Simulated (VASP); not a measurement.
# TiCo3 (Pm-3m) in VASP: a series of runs, part 2 of 2

VASP 6.6.1. The steps go on from the part before.

## Step 3: Single point, PBEsol, collinear spin, ferromagnetic start

This run uses another cell than the first one, of 10.98 Å³/atom, 1.231 times its volume.

INCAR reads:

```
SYSTEM = TiCo3
PREC = Accurate
ENCUT = 520
EDIFF = 1E-6
ISMEAR = 0
SIGMA = 0.15
LREAL = .FALSE.
LASPH = .TRUE.
NELM = 150
ALGO = Normal
ISIF = 2
LWAVE = .FALSE.
LCHARG = .FALSE.
ISPIN = 2
MAGMOM = 0.4 0.88 0.88 0.88
LORBIT = 11
NUPDOWN = 3.04
LMAXMIX = 4
GGA = PS
NBANDS = 32
```

KPOINTS reads:

```
Automatic mesh
0
G
  12 12 12
  0 0 0
```

POSCAR reads:

```
TiCo3
1.0
    3.5280257688      0.0000000000      0.0000000000
    0.0000000000      3.5280257688      0.0000000000
    0.0000000000      0.0000000000      3.5280257688
Ti Co
1 3
Direct
    0.0000000000      0.0000000000      0.0000000000
    0.0000000000      0.5000000000      0.5000000000
    0.5000000000      0.0000000000      0.5000000000
    0.5000000000      0.5000000000      0.0000000000
```

Potentials or basis: VASP PAW PBE potentials, release 64 (Ti_sv, Co).

Run with:

```
> cat potpaw_PBE.64/Ti_sv/POTCAR potpaw_PBE.64/Co/POTCAR > POTCAR
> mpirun -np 1 vasp_std > vasp.out
```

OUTCAR:

```text
SYSTEM = TiCo3
   PREC = Accurate
   ENCUT = 520
   EDIFF = 1E-6
   ISMEAR = 0
   LREAL = .FALSE.
   LASPH = .TRUE.
   NELM = 150
   ISIF = 2
   ISPIN = 2
   LORBIT = 11
   NUPDOWN = 3.04
   GGA = PS

 ion  position               nearest neighbor table
   1  0.000  0.000  0.000-   2 2.49   3 2.49   4 2.49   2 2.49   3 2.49   2 2.49   4 2.49   2 2.49
                             3 2.49   4 2.49   3 2.49   4 2.49
   2  0.000  0.500  0.500-   1 2.49   3 2.49   4 2.49   1 2.49   4 2.49   1 2.49   3 2.49   1 2.49
                             3 2.49   4 2.49   4 2.49   3 2.49
   3  0.500  0.000  0.500-   1 2.49   2 2.49   4 2.49   1 2.49   4 2.49   2 2.49   4 2.49   4 2.49
                             1 2.49   2 2.49   1 2.49   2 2.49
   4  0.500  0.500  0.000-   1 2.49   2 2.49   3 2.49   2 2.49   3 2.49   1 2.49   3 2.49   3 2.49
                             1 2.49   2 2.49   2 2.49   1 2.49

  LATTYP: Found a simple cubic cell.
 ALAT       =     3.5280257688

  Lattice vectors:

 A1 = (   3.5280257688,   0.0000000000,   0.0000000000)
 A2 = (   0.0000000000,   3.5280257688,   0.0000000000)
 A3 = (   0.0000000000,   0.0000000000,   3.5280257688)

[... 1846 lines left out ...]
  --------------------------------------------------------------------------------------
  -------------------------------------------------------------------------------------
  Total        1.5412700      1.5412700      1.5412700      0.0000000      0.0000000     -0.0000000
  in kB       56.2333628     56.2333628     56.2333628      0.0000000      0.0000000     -0.0000000
  external PRESSURE =      56.2333628 kB  Pullay stress =       0.0000000 kB

 VOLUME and BASIS-vectors are now :
 -----------------------------------------------------------------------------
  energy-cutoff  :      520.00
  volume of cell :       43.91
      direct lattice vectors                 reciprocal lattice vectors
     3.528025769  0.000000000  0.000000000     0.283444642  0.000000000  0.000000000
     0.000000000  3.528025769  0.000000000     0.000000000  0.283444642  0.000000000
     0.000000000  0.000000000  3.528025769     0.000000000  0.000000000  0.283444642

 POSITION                                       TOTAL-FORCE (eV/Angst)
 -----------------------------------------------------------------------------------
      0.00000      0.00000      0.00000         0.000000      0.000000      0.000000
      0.00000      1.76401      1.76401         0.000000      0.000000      0.000000
      1.76401      0.00000      1.76401         0.000000      0.000000      0.000000
      1.76401      1.76401      0.00000         0.000000      0.000000      0.000000
 -----------------------------------------------------------------------------------
    total drift:                                0.000000      0.000000      0.000000

  FREE ENERGIE OF THE ION-ELECTRON SYSTEM (eV)
  ---------------------------------------------------
  free  energy   TOTEN  =       -32.5885388239 eV

  energy  without entropy=      -32.5376832777  energy(sigma->0) =      -32.56311105

 total charge

# of ion       s       p       d       tot
------------------------------------------
    1        2.283   6.222   1.998  10.503
    2        0.531   0.564   7.331   8.426
    3        0.531   0.564   7.331   8.426
    4        0.531   0.564   7.331   8.426
--------------------------------------------------
tot          3.877   7.913  23.991  35.782

 magnetization (x)

# of ion       s       p       d       tot
------------------------------------------
    1       -0.004  -0.016  -0.264  -0.283
    2       -0.003   0.000   1.117   1.115
    3       -0.003   0.000   1.117   1.115
    4       -0.003   0.000   1.117   1.115
--------------------------------------------------
tot         -0.011  -0.015   3.088   3.062
```

OSZICAR:

```text
N       E                     dE             d eps       ncg     rms          rms(c)
DAV:   1     0.321211913649E+03    0.32121E+03   -0.16931E+04 10800   0.162E+03
DAV:   2    -0.118068447490E+02   -0.33302E+03   -0.31560E+03 10856   0.374E+02
DAV:   3    -0.367618257409E+02   -0.24955E+02   -0.24000E+02 13112   0.119E+02
DAV:   4    -0.376806443509E+02   -0.91882E+00   -0.91370E+00 14248   0.199E+01
DAV:   5    -0.377031365360E+02   -0.22492E-01   -0.22491E-01 13176   0.301E+00    0.245E+01
DAV:   6    -0.373034104498E+02    0.39973E+00   -0.36740E+01 12032   0.818E+01    0.181E+01
DAV:   7    -0.333607947001E+02    0.39426E+01   -0.22397E+01 13512   0.518E+01    0.105E+01
DAV:   8    -0.326250535440E+02    0.73574E+00   -0.21262E+00 14608   0.172E+01    0.276E+00
DAV:   9    -0.326038323909E+02    0.21221E-01   -0.17186E-01 13808   0.419E+00    0.200E+00
DAV:  10    -0.325906483830E+02    0.13184E-01   -0.60518E-02 13544   0.235E+00    0.986E-01
DAV:  11    -0.325885394084E+02    0.21090E-02   -0.10765E-02 14600   0.949E-01    0.283E-01
DAV:  12    -0.325885760376E+02   -0.36629E-04   -0.28536E-03 13208   0.568E-01    0.739E-02
DAV:  13    -0.325885585475E+02    0.17490E-04   -0.26834E-04 12520   0.160E-01    0.392E-02
DAV:  14    -0.325885409534E+02    0.17594E-04   -0.58181E-05 15456   0.727E-02    0.237E-02
DAV:  15    -0.325885421169E+02   -0.11635E-05   -0.11788E-05 14024   0.285E-02    0.143E-02
DAV:  16    -0.325885389592E+02    0.31576E-05   -0.35151E-06 11744   0.209E-02    0.497E-03
DAV:  17    -0.325885388239E+02    0.13532E-06   -0.24882E-07  6040   0.534E-03
   1 F= -.32588539E+02 E0= -.32563111E+02  d E =-.508555E-01  mag=     3.0400
```

stdout:

```text
POSCAR found type information on POSCAR TiCo
 POSCAR found :  2 types and       4 ions
 scaLAPACK will be used
 -----------------------------------------------------------------------------
|                                                                             |
|                                                                             |
|     You enforced a specific xc type in the INCAR file but a different       |
|     I HOPE YOU KNOW WHAT YOU ARE DOING!                                     |
|                                                                             |
 -----------------------------------------------------------------------------

 LDA part: xc-table for (Slater+PW92), standard interpolation
 POSCAR, INCAR and KPOINTS ok, starting setup
 FFT: planning ... GRIDC
 FFT: planning ... GRID_SOFT
 FFT: planning ... GRID
 WAVECAR not read
 entering main loop
```

It took 2.3 min on 1 thread of Intel Xeon Platinum 8488C (Sapphire Rapids), shared host; peak memory 0.29 GiB.

Results:

```
Free energy                                           : -32.5885 eV
Pressure                                              : 5.6 GPa
Net moment                                            : 3.04 μB per cell
Site moments                                          : Ti -0.28; Co +1.11 μB
Valence electrons inside the program's atomic spheres : Ti 10.50; Co 8.43
```

Caveat: the PAW data sets were made with another functional, which shifts forces and pressure a little; the total moment is fixed, so each spin has its own Fermi level.

## Step 4: Single point, PBEsol, collinear spin, ferromagnetic start

This run uses another cell than the first one, of 10.98 Å³/atom, 1.231 times its volume.

INCAR reads:

```
SYSTEM = TiCo3
  ALGO = Normal
  EDIFF = 1E-6
  ENCUT = 520
  GGA = PS
  ISIF = 2
  ISMEAR = 0
  ISPIN = 2
  LASPH = .True.
  LCHARG = .False.
  LMAXMIX = 4
  LORBIT = 11
  LREAL = .False.
  LWAVE = .False.
  MAGMOM = 0.6 1.32 1.32 1.32
  NBANDS = 32
  NELM = 150
  NUPDOWN = 4.56
  PREC = Accurate
  SIGMA = 0.15
```

KPOINTS reads:

```
k-points
0
Gamma
  12 12 12
  0 0 0
```

POSCAR is that of step 3.

Run with:

```
> cat potpaw_PBE.64/Ti_sv/POTCAR potpaw_PBE.64/Co/POTCAR > POTCAR
> mpirun -np 1 vasp_std > vasp.out
```

It took 2.5 min on 1 thread of Intel Xeon Platinum 8488C (Sapphire Rapids), shared host; peak memory 0.29 GiB.

Results (log left out):

| Quantity | Value |
| --- | --- |
| Free energy | -31.5391 eV |
| Pressure | 13.6 GPa |
| Net moment | 4.56 μB per cell |
| Site moments | Ti +0.08; Co +1.46 μB |
| Valence electrons inside the program's atomic spheres | Ti 10.53; Co 8.41 |

Caveat: the PAW data sets were made with another functional, which shifts forces and pressure a little; the total moment is fixed, so each spin has its own Fermi level.

## Step 5: Summary

```tsv
fixed moment (μB)	cell	pressure (GPa)	moment (μB)
6.08	a = 3.292 Å, 4 atoms	112.0	6.08
3.04	a = 3.528 Å, 4 atoms	5.6	3.04
4.56	a = 3.528 Å, 4 atoms	13.6	4.56
```

Alike in all rows: task single point; level PBEsol; potentials or basis VASP PAW PBE potentials, release 64 (Ti_sv, Co); spin collinear, ferromagnetic start; k mesh 12 × 12 × 12; cutoff (eV) 520; smearing gaussian 0.15 eV.

Caveats: the PAW data sets were made with another functional, which shifts forces and pressure a little; the total moment is fixed, so each spin has its own Fermi level.

Absolute energies hang on the potentials; compare differences alone.
